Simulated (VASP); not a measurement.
# Mo (Im-3m) in VASP: a series of runs, part 2 of 2

VASP 6.6.1.

## 6. Relaxation of cell and atoms, PBE, target pressure 10 GPa, at which the enthalpy is minimised

This run uses another cell than the first one, of 15.22 Å³/atom, 0.964 times its volume.

The input, INCAR:

```
SYSTEM = Mo
ALGO     = Normal         ! electronic algorithm
EDIFF    = 1E-6           ! SCF threshold, eV
EDIFFG   = -0.008         ! ionic threshold
ENCUT    = 600            ! plane-wave cutoff, eV
GGA      = PE             ! functional
IBRION   = 2              ! ionic algorithm
ISIF     = 3              ! what is computed and relaxed
ISMEAR   = 0              ! smearing method
LASPH    = .True.         ! aspherical terms in the spheres
LCHARG   = .False.        ! write CHGCAR
LREAL    = .False.        ! projectors in reciprocal space
LWAVE    = .False.        ! write WAVECAR
NELM     = 60             ! most SCF steps
NSW      = 70             ! ionic steps
PREC     = Accurate       ! precision mode
PSTRESS  = 100.0        
SIGMA    = 0.1            ! smearing width, eV
```

The input, KPOINTS:

```
k-points
0
Gamma
  18 18 18
  0 0 0
```

The input, POSCAR:

```
Mo
1.0
   -1.5613412517      1.5613412517      1.5613412517
    1.5613412517     -1.5613412517      1.5613412517
    1.5613412517      1.5613412517     -1.5613412517
Mo
1
Direct
    0.0000000000      0.0000000000      0.0000000000
```

Potentials or basis: VASP PAW PBE potentials, release 64 (Mo_sv).

The run is started by

```console
$ cat potpaw_PBE.64/Mo_sv/POTCAR > POTCAR
$ mpirun -np 1 vasp_std > vasp.out
```

OUTCAR:

```text
SYSTEM = Mo
   EDIFF = 1E-6
   EDIFFG = -0.008
   ENCUT = 600
   GGA = PE
   IBRION = 2
   ISIF = 3
   ISMEAR = 0
   LASPH = .True.
   LREAL = .False.
   NELM = 60
   NSW = 70
   PREC = Accurate
   PSTRESS = 100.0

 ion  position               nearest neighbor table
   1  0.000  0.000  0.000-

  LATTYP: Found a body centered cubic cell.
 ALAT       =     3.1226825034

  Lattice vectors:

 A1 = (  -1.5613412517,   1.5613412517,   1.5613412517)
 A2 = (   1.5613412517,  -1.5613412517,   1.5613412517)
 A3 = (   1.5613412517,   1.5613412517,  -1.5613412517)

Analysis of symmetry for initial positions (statically):
=====================================================================
 Subroutine PRICEL returns:
 Original cell was already a primitive cell.

 Routine SETGRP: Setting up the symmetry group for a
 body centered cubic supercell.

 Subroutine GETGRP returns: Found 48 space group operations
 (whereof 48 operations were pure point group operations)
 out of a pool of 48 trial point group operations.

The static configuration has the point symmetry O_h .

[... 168 lines left out ...]
  Total        1.0091848      1.0091848      1.0091848      0.0000000      0.0000000      0.0000000
  in kB      106.2008006    106.2008006    106.2008006      0.0000000      0.0000000      0.0000000
  external PRESSURE =       6.2008006 kB  Pullay stress =     100.0000000 kB
[... 61 lines left out ...]
--------------------------------------- Ionic step        3  -------------------------------------------

 number of electron      14.0000000 magnetization

 Free energy of the ion-electron system (eV)
  ---------------------------------------------------
  ext. energy  EPLUGINS =         0.00000000
  ---------------------------------------------------
  free energy    TOTEN  =       -10.91774448 eV

  energy without entropy =      -10.91549268  energy(sigma->0) =      -10.91661858

 E-fermi :  13.0164     XC(G=0): -13.5286

 val. band max:       13.0088289378   @ k =  -0.3889   0.4444   0.2778
 cond. band min:      13.0379291690   @ k =   0.3889   0.1111   0.0000
 fundamental gap:      0.0291002312
 Fermi energy:        13.0163719837

 k-point     1 :       0.0000    0.0000    0.0000
  band No.  band energies     occupation
      1     -48.2957      2.00000
      2     -21.5040      2.00000
      3     -21.5040      2.00000
      4     -21.5040      2.00000
      5       5.6762      2.00000
      6      11.5777      2.00000
      7      11.5777      2.00000
      8      11.5777      2.00000
      9      14.6953      0.00000
     10      14.6953      0.00000
     11      27.8582      0.00000
[... 309 lines left out ...]
 k-point    24 :       0.3889    0.1111    0.0000
  band No.  band energies     occupation
      1     -48.0036      2.00000
      2     -22.9216      2.00000
      3     -22.0265      2.00000
      4     -21.5831      2.00000
      5       7.9457      2.00000
      6       9.6359      2.00000
      7      13.0379      0.76047
      8      14.6052      0.00000
      9      15.7912      0.00000
     10      18.5666      0.00000
     11      25.0364      0.00000

 [... further k-points ...]

------------------------ aborting loop because EDIFF is reached ----------------------------------------

  FORCE on cell =-STRESS in cart. coord.  units (eV):
  Direction    XX          YY          ZZ          XY          YZ          ZX
  --------------------------------------------------------------------------------------
  -------------------------------------------------------------------------------------
  Total        0.9528774      0.9528774      0.9528774      0.0000000     -0.0000000      0.0000000
  in kB      100.0770545    100.0770545    100.0770545      0.0000000     -0.0000000      0.0000000
  external PRESSURE =       0.0770545 kB  Pullay stress =     100.0000000 kB
[... 20 lines left out ...]
  energy  without entropy=      -10.9154926828  energy(sigma->0) =      -10.91661858

  enthalpy is  TOTEN    =        -9.9656007268 eV   P V=        0.9521437574

 reached required accuracy - stopping structural energy minimisation
```

CONTCAR:

```text
Mo
   1.00000000000000
    -1.5623717289503138    1.5623717289503138    1.5623717289503138
     1.5623717289503138   -1.5623717289503138    1.5623717289503138
     1.5623717289503138    1.5623717289503138   -1.5623717289503138
  Mo
     1
Direct
     0.0000000000000000    0.0000000000000000    0.0000000000000000

  0.00000000E+00  0.00000000E+00  0.00000000E+00
```

Wall time 36 s (1 thread of Intel Xeon Platinum 8259CL at 2.50GHz (Skylake/Cascade Lake), shared host); peak memory 0.18 GiB.

Results:

| Item | Value |
| --- | --- |
| Free energy | -10.9177 eV |
| Relaxed volume | 15.26 Å³/atom |
| Relaxed cell | a = 2.706 Å, b = 2.706 Å, c = 2.706 Å, α = 109.47°, β = 109.47°, γ = 109.47° |
| Space group after relaxing (to 0.05 Å) | Im-3m (No. 229) |
| Energy change on relaxing (the enthalpy is what falls) | -1.9 meV/atom |
| Ionic steps | 3 |
| Pressure after relaxing | 10.0 GPa |
| Band gap on the k mesh | zero (band 7 reaches 17.11 eV, above the bottom of band 8 at 11.58 eV) |

The path:
```csv
step,energy change (eV),largest force (eV/Å),pressure (GPa),volume (Å³)
1,0.0000,0.0000,10.62,15.22
2,-0.0076,0.0000,8.07,15.36
3,-0.0019,0.0000,10.01,15.26
```

Final structure:
```
CELL_PARAMETERS angstrom
-1.56237 1.56237 1.56237
1.56237 -1.56237 1.56237
1.56237 1.56237 -1.56237
ATOMIC_POSITIONS crystal
Mo 0.00000 0.00000 0.00000
```

Levels at points of the mesh, in eV from the Fermi level:
```csv
k point,band 5,band 6,band 7,band 8,band 9,band 10
"(0.00, 0.00, 0.00)",-7.34,-1.44,-1.44,-1.44,1.68,1.68
"(0.50, 0.00, 0.00)",-5.50,-3.55,1.70,1.72,2.37,4.89
"(0.50, 0.50, 0.50)",-5.66,-5.66,4.09,4.09,4.09,9.23
```

Caveat: the cell is relaxed towards a set pressure, so the enthalpy falls and the energy may rise.

## 7. Summary

| task | cell | cutoff (eV) | gap on the mesh (eV) | pressure (GPa) |
| --- | --- | --- | --- | --- |
| single point | a = 2.737 Å, angles 109.5°, 1 atom | 520 | none | 0.5 |
| single point | a = 2.744 Å, angles 109.5°, 1 atom | 520 | none | -1.5 |
| relaxation of cell and atoms | relaxed to 40 GPa from a = 2.628 Å, angles 109.5°, 1 atom | 600 | none | 40.1 |
| relaxation of cell and atoms | relaxed to 20 GPa from a = 2.676 Å, angles 109.5°, 1 atom | 600 | none | 20.0 |
| relaxation of cell and atoms | relaxed to 10 GPa from a = 2.704 Å, angles 109.5°, 1 atom | 600 | none | 10.0 |

Alike in all rows: level PBE; potentials or basis VASP PAW PBE potentials, release 64 (Mo_sv); no spin polarisation; k mesh 18 × 18 × 18; smearing gaussian 0.1 eV.

Caveats: the cell is relaxed towards a set pressure, so the enthalpy falls and the energy may rise (some runs).

Absolute energies hang on the potentials; compare differences alone.
